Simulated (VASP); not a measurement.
# W (I4/mmm) in VASP: notebook, part 2 of 2

VASP 6.6.1.

## 5. Single point, LDA (16.93 Å³/atom)

This run uses another cell than the first one, of 16.93 Å³/atom.

INCAR reads:

```
SYSTEM = W
PREC = Accurate ; ENCUT = 520
EDIFF = 1E-6 ; ISMEAR = 0
SIGMA = 0.15 ; LREAL = .False.
LASPH = .True. ; NELM = 80
ALGO = Fast ; ISIF = 2
LWAVE = .False. ; LCHARG = .False.
NBANDS = 13
```

KPOINTS reads:

```
Automatic mesh
0
Gamma
  22 22 22
  0 0 0
```

POSCAR reads:

```
W
1.0
    0.0000000000      1.9358385587      2.2591235980
    1.9358385587      0.0000000000      2.2591235980
    1.9358385587      1.9358385587      0.0000000000
W
1
Direct
    0.0000000000      0.0000000000      0.0000000000
```

Potentials or basis: VASP PAW LDA potentials, release 64 (W_sv).

Started as:

```
> cat potpaw_LDA.64/W_sv/POTCAR > POTCAR
> mpirun -np 1 vasp_std > vasp.out
```

OUTCAR:

```text
SYSTEM = W
   PREC = Accurate
   ENCUT = 520
   EDIFF = 1E-6
   ISMEAR = 0
   LREAL = .False.
   LASPH = .True.
   NELM = 80
   ISIF = 2

 ion  position               nearest neighbor table
   1  0.000  0.000  0.000-

  LATTYP: Found a body centered tetragonal cell.
 ALAT       =     2.7376891443
 C/A-ratio  =     1.6503872273

  Lattice vectors:

 A1 = (  -1.9358385587,   0.0000000000,   2.2591235980)
 A2 = (   1.9358385587,   0.0000000000,   2.2591235980)
 A3 = (   0.0000000000,   1.9358385587,  -2.2591235980)

Analysis of symmetry for initial positions (statically):
=====================================================================
 Subroutine PRICEL returns:
 Original cell was already a primitive cell.

 Routine SETGRP: Setting up the symmetry group for a
 body centered tetragonal supercell.

 Subroutine GETGRP returns: Found 16 space group operations
 (whereof 16 operations were pure point group operations)
 out of a pool of 16 trial point group operations.

The static configuration has the point symmetry D_4h.

Analysis of symmetry for dynamics (positions and initial velocities):
=====================================================================
 Subroutine PRICEL returns:
 Original cell was already a primitive cell.

 Routine SETGRP: Setting up the symmetry group for a
 body centered tetragonal supercell.

 Subroutine GETGRP returns: Found 16 space group operations
 (whereof 16 operations were pure point group operations)
 out of a pool of 16 trial point group operations.

The dynamic configuration has the point symmetry D_4h.

 Subroutine INISYM returns: Found 16 space group operations
 (whereof 16 operations are pure point group operations),
 and found     1 'primitive' translations

----------------------------------------------------------------------------------------

                                     Primitive cell

  volume of cell :      16.9320

  direct lattice vectors                    reciprocal lattice vectors
     0.000000000  1.935838559  2.259123598    -0.258286001  0.258286001  0.221324765
     1.935838559  0.000000000  2.259123598     0.258286001 -0.258286001  0.221324765
     1.935838559  1.935838559  0.000000000     0.258286001  0.258286001 -0.221324765

  length of vectors
     2.975081571  2.975081571  2.737689144     0.427092459  0.427092459  0.427092459

  position of ions in fractional coordinates (direct lattice)
     0.000000000  0.000000000  0.000000000

  ion indices of the primitive-cell ions
   primitive index   ion index
                 1           1

----------------------------------------------------------------------------------------

 KPOINTS: Automatic mesh

Automatic generation of k-mesh.
 Grid dimensions read from file:
 generate k-points for:   22   22   22

 Generating k-lattice:

  Cartesian coordinates                     Fractional coordinates (reciprocal lattice)
    -0.011740273  0.011740273  0.010060217     0.045454545  0.000000000  0.000000000
     0.011740273 -0.011740273  0.010060217     0.000000000  0.045454545  0.000000000
     0.011740273  0.011740273 -0.010060217     0.000000000  0.000000000  0.045454545

  Length of vectors
     0.019413294  0.019413294  0.019413294

  Shift w.r.t. Gamma in fractional coordinates (k-lattice)
     0.000000000  0.000000000  0.000000000

 Subroutine IBZKPT returns following result:
 ===========================================

 Found    834 irreducible k-points:

 Following reciprocal coordinates:
            Coordinates               Weight
  0.000000  0.000000  0.000000      1.000000
  0.045455  0.000000  0.000000      8.000000
  0.090909  0.000000  0.000000      8.000000
  0.136364  0.000000  0.000000      8.000000
  0.181818  0.000000  0.000000      8.000000
  0.227273 -0.000000  0.000000      8.000000
[... 16 lines left out ...]
  0.500000  0.045455  0.000000      8.000000
 -0.454545  0.045455  0.000000      8.000000
 [... further k-points ...]
   k-points           NKPTS =    834   k-points in BZ     NKDIM =    834   number of bands    NBANDS=     13
   number of dos      NEDOS =    301   number of ions     NIONS =      1
   total plane-waves  NPLWV =  11520
   dimension x,y,z NGX =    24 NGY =   24 NGZ =   20
   dimension x,y,z NGXF=    48 NGYF=   48 NGZF=   40
   ions per type =               1
   NGX,Y,Z   is equivalent  to a cutoff of  13.41, 13.41, 12.14 a.u.
   NGXF,Y,Z  is equivalent  to a cutoff of  26.82, 26.82, 24.29 a.u.
 SYSTEM =  W
   PREC   = accura    normal or accurate (medium, high low for compatibility)
   ISTART =      0    job   : 0-new  1-cont  2-samecut
   ICHARG =      2    charge: 1-file 2-atom 10-const
   ISPIN  =      1    spin polarized calculation?
   LNONCOLLINEAR =      F non collinear calculations
   LSORBIT =      F    spin-orbit coupling
   LASPH  =      T    aspherical Exc in radial PAW
   ENCUT  =  520.0 eV  38.22 Ry    6.18 a.u.   5.53  5.53  5.09*2*pi/ulx,y,z
   NELM   =     80;   NELMIN=  2; NELMDL= -5     # of ELM steps
   EDIFF  = 0.1E-05   stopping-criterion for ELM
   LREAL  =      F    real-space projection
   EDIFFG = 0.1E-04   stopping-criterion for IOM
   NSW    =      0    number of steps for IOM
   IBRION =     -1    ionic relax: 0-MD 1-quasi-New 2-CG
   NFREE  =      0    steps in history (QN), initial steepest desc. (CG)
   ISIF   =      2    stress and relaxation
   ISYM   =      2    0-nonsym 1-usesym 2-fastsym
   POTIM  = 0.5000    time-step for ionic-motion
   TEBEG  =    0.0;   TEEND  =   0.0 temperature during run
   PSTRESS=    0.0 pullay stress
   NELECT =      14.0000    total number of electrons
   NUPDOWN=      -1.0000    fix difference up-down
   EMIN   =  10.00;   EMAX   =-10.00  energy-range for DOS
   EFERMI =   0.00;   METHOD = LEGACY
   ISMEAR =     0;   SIGMA  =   0.15  broadening in eV -4-tet -1-fermi 0-gaus
   EFERMI_NEDOS =   21; number of points for ismear=-14 and -15
   IALGO  =     68    algorithm
   IMIX   =      4    mixing-type and parameters
     AMIX     =   0.40;   BMIX     =  1.00
     AMIX_MAG =   1.60;   BMIX_MAG =  1.00
  volume/ion in A,a.u.               =      16.93       114.26
  Fermi-wavevector in a.u.,A,eV,Ry     =   1.536555  2.903668 32.123369  2.361001
  Thomas-Fermi vector in A             =   2.643187
   LORBIT       =      0    0 simple, 1 ext, 2 COOP (PROOUT), +10 PAW based schemes
   GGA     = CA    functional components
   LHFCALC =     F    Hartree Fock is set to
   AEXX    =    0.0000 exact exchange contribution
   IVDW    =     0    specifies the selected vdW correction
   LEPSILON=     F    determine dielectric tensor
   LRPA    =     F    only Hartree local field effects (RPA)
 non-spin polarized calculation
 RMM-DIIS sequential band-by-band and
 Gauss-broadening in eV      SIGMA  =   0.15
  energy-cutoff  :      520.00
  volume of cell :       16.93
 maximum number of plane-waves:       473
 NGX is ok and might be reduce to    24
   NGX = 11   NGY = 11   NGZ = 11

 number of electron      14.0000002 magnetization

 Free energy of the ion-electron system (eV)
  ---------------------------------------------------
  ext. energy  EPLUGINS =         0.00000000
  ---------------------------------------------------
  free energy    TOTEN  =       -13.63842945 eV

  energy without entropy =      -13.62914871  energy(sigma->0) =      -13.63378908

 E-fermi :  10.2567     XC(G=0): -13.4517

 val. band max:       10.2548629597   @ k =  -0.4091   0.0455   0.2273
 cond. band min:      10.2639090591   @ k =   0.4545   0.0455   0.0909
 fundamental gap:      0.0090460993
 Fermi energy:        10.2566914397

 k-point     1 :       0.0000    0.0000    0.0000
  band No.  band energies     occupation
      1     -63.4072      2.00000
      2     -27.4254      2.00000
      3     -27.2433      2.00000
      4     -27.2433      2.00000
      5       1.1991      2.00000
      6       8.1002      2.00000
      7      10.2306      1.19411
      8      10.2306      1.19411
      9      10.5650      0.00365
     10      13.7198      0.00000
     11      23.1141      0.00000
     12      25.0998      0.00000
     13      29.3947      0.00000
[... 353 lines left out ...]
 k-point    24 :      -0.4545    0.0455    0.0000
  band No.  band energies     occupation
      1     -63.3046      2.00000
      2     -28.3892      2.00000
      3     -27.6207      2.00000
      4     -27.2727      2.00000
      5       4.6142      2.00000
      6       8.1580      2.00000
      7      10.2909      0.74693
      8      10.4456      0.07494
      9      14.0899      0.00000
     10      15.2223      0.00000
     11      20.0684      0.00000
     12      22.2828      0.00000
     13      27.8864      0.00000

 [... further k-points ...]

------------------------ aborting loop because EDIFF is reached ----------------------------------------

  FORCE on cell =-STRESS in cart. coord.  units (eV):
  Direction    XX          YY          ZZ          XY          YZ          ZX
  --------------------------------------------------------------------------------------
  -------------------------------------------------------------------------------------
  Total       -2.1801423     -2.1801423     -1.6235513      0.0000000      0.0000000      0.0000000
  in kB     -206.2942696   -206.2942696   -153.6272826      0.0000000      0.0000000      0.0000000
  external PRESSURE =    -188.7386073 kB  Pullay stress =       0.0000000 kB

 VOLUME and BASIS-vectors are now :
 -----------------------------------------------------------------------------
  energy-cutoff  :      520.00
  volume of cell :       16.93
      direct lattice vectors                 reciprocal lattice vectors
     0.000000000  1.935838559  2.259123598    -0.258286001  0.258286001  0.221324765
     1.935838559  0.000000000  2.259123598     0.258286001 -0.258286001  0.221324765
     1.935838559  1.935838559  0.000000000     0.258286001  0.258286001 -0.221324765

 POSITION                                       TOTAL-FORCE (eV/Angst)
 -----------------------------------------------------------------------------------
      0.00000      0.00000      0.00000         0.000000      0.000000      0.000000
 -----------------------------------------------------------------------------------
    total drift:                               -0.000000      0.000000     -0.000000

  FREE ENERGIE OF THE ION-ELECTRON SYSTEM (eV)
  ---------------------------------------------------
  free  energy   TOTEN  =       -13.6384294459 eV

  energy  without entropy=      -13.6291487101  energy(sigma->0) =      -13.63378908
```

stdout:

```text
POSCAR found type information on POSCAR W
 POSCAR found :  1 types and       1 ions
 scaLAPACK will be used
 LDA part: xc-table for (Slater(with rela. corr.)+CA(PZ))
 , standard interpolation
 POSCAR, INCAR and KPOINTS ok, starting setup
 FFT: planning ... GRIDC
 FFT: planning ... GRID_SOFT
 FFT: planning ... GRID
 WAVECAR not read
 entering main loop
WARNING in EDDRMM: call to ZHEGV failed, returncode =   8  4     13
WARNING in EDDRMM: call to ZHEGV failed, returncode =   8  4     12
```

Run time: 97 s. Hardware: 1 thread of Intel Xeon 8259CL, shared host; peak memory 0.27 GiB.

Results:

| Item | Value |
| --- | --- |
| Free energy | -13.6384 eV |
| Pressure | -18.9 GPa |
| Band gap on the k mesh | zero (bands 7 and 8 overlap by 4.37 eV) |

Caveat: the stress differs along the axes, from -21 to -15 GPa; spin-orbit coupling is left out, which moves the levels of the heavy elements.

## 6. Overview

| cell | further INCAR settings | gap on the mesh (eV) | pressure (GPa) |
| --- | --- | --- | --- |
| a = 2.925, b = 2.925, c = 2.771 Å, angles 61.7, 61.7, 56.5°, 1 atom | ALGO = Fast; EDIFF = 1e-06; NBANDS = 13 | none | -15.7 |
| a = 2.791, b = 2.791, c = 3.290 Å, angles 53.9, 53.9, 72.2°, 1 atom | ALGO = Fast; EDIFF = 1e-07; NBANDS = 13 | none | -20.5 |
| a = 2.807, b = 2.807, c = 3.141 Å, angles 56.0, 56.0, 68.0°, 1 atom | ALGO = Fast; EDIFF = 1e-07; NBANDS = 13 | none | -23.6 |
| a = 2.975, b = 2.975, c = 2.738 Å, angles 62.6, 62.6, 54.8°, 1 atom | ALGO = Fast; EDIFF = 1e-06; NBANDS = 13 | none | -18.9 |

Alike in all rows: task single point; level LDA; potentials or basis VASP PAW LDA potentials, release 64 (W_sv); no spin polarisation; k mesh 22 × 22 × 22; cutoff (eV) 520; smearing gaussian 0.15 eV.

Caveats: spin-orbit coupling is left out, which moves the levels of the heavy elements; the stress differs along the axes, from -19 to -9 GPa (at least some runs); the stress differs along the axes, from -27 to -8 GPa (at least some runs); the stress differs along the axes, from -37 to -17 GPa (at least some runs); the stress differs along the axes, from -21 to -15 GPa (at least some runs).

Absolute energies hang on the potentials; compare differences alone.
